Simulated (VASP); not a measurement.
Here is a VASP 6.6.1 calculation.

Contents of INCAR:

```
PREC = Accurate
ENCUT = 500
EDIFF = 1E-6
ISMEAR = 1
SIGMA = 0.05
LREAL = F
LASPH = T
NELM = 120
ALGO = Normal
ISIF = 2
LWAVE = F
LCHARG = F
GGA = PS
NBANDS = 18
GGA_COMPAT = F
```

The input KPOINTS:

```
regular mesh
0
Gamma
  7 7 7
```

POSCAR

```
TiAl3
1.0
    3.9556710000      0.0000000000      0.0000000000
    0.0000000000      3.9556710000      0.0000000000
    0.0000000000      0.0000000000      3.9556710000
Ti Al
1 3
Direct
    0.0000000000      0.0000000000      0.0000000000
    0.5000000000      0.5000000000      0.0000000000
    0.5000000000      0.0000000000      0.5000000000
    0.0000000000      0.5000000000      0.5000000000
```

Potentials or basis: VASP PAW PBE potentials, release 64 (Ti_sv, Al).

Command:

```console
$ cat potpaw_PBE.64/Ti_sv/POTCAR potpaw_PBE.64/Al/POTCAR > POTCAR
$ mpirun -np 1 vasp_std > vasp.out
```

**Question.** Estimate the pressure.

**Answer.** -0.6 GPa.

Caveat: the PAW data sets were made with another functional, which shifts forces and pressure a little.
